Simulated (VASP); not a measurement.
Here is a VASP 6.6.1 calculation.

The input INCAR:

```
PREC = Accurate
ENCUT = 520
EDIFF = 1E-6
ISMEAR = 1
SIGMA = 0.1
LREAL = False
LASPH = True
NELM = 60
ALGO = Normal
ISIF = 2
LWAVE = False
LCHARG = True
GGA = PS
LELF = True
LVHAR = True
NBANDS = 28
```

The input KPOINTS:

```
regular mesh
0
Gamma
  6 6 6
```

POSCAR

```
Ti3Al
1.0
    0.0000000000      3.1730588217      3.1730588217
    3.1730588217      0.0000000000      3.1730588217
    3.1730588217      3.1730588217      0.0000000000
Al Ti
1 3
Direct
    0.0000000000      0.0000000000      0.0000000000
    0.5000000000      0.5000000000      0.5000000000
    0.2500000000      0.2500000000      0.2500000000
    0.7500000000      0.7500000000      0.7500000000
```

Potentials or basis: VASP PAW PBE potentials, release 64 (Al, Ti_sv).

Run with:

```console
$ cat potpaw_PBE.64/Al/POTCAR potpaw_PBE.64/Ti_sv/POTCAR > POTCAR
$ mpirun -np 1 vasp_std > vasp.out
```

(1) Estimate the pressure.

Answers

(1) 1.1 GPa.

Caveat: the PAW data sets were made with another functional, which shifts forces and pressure a little.
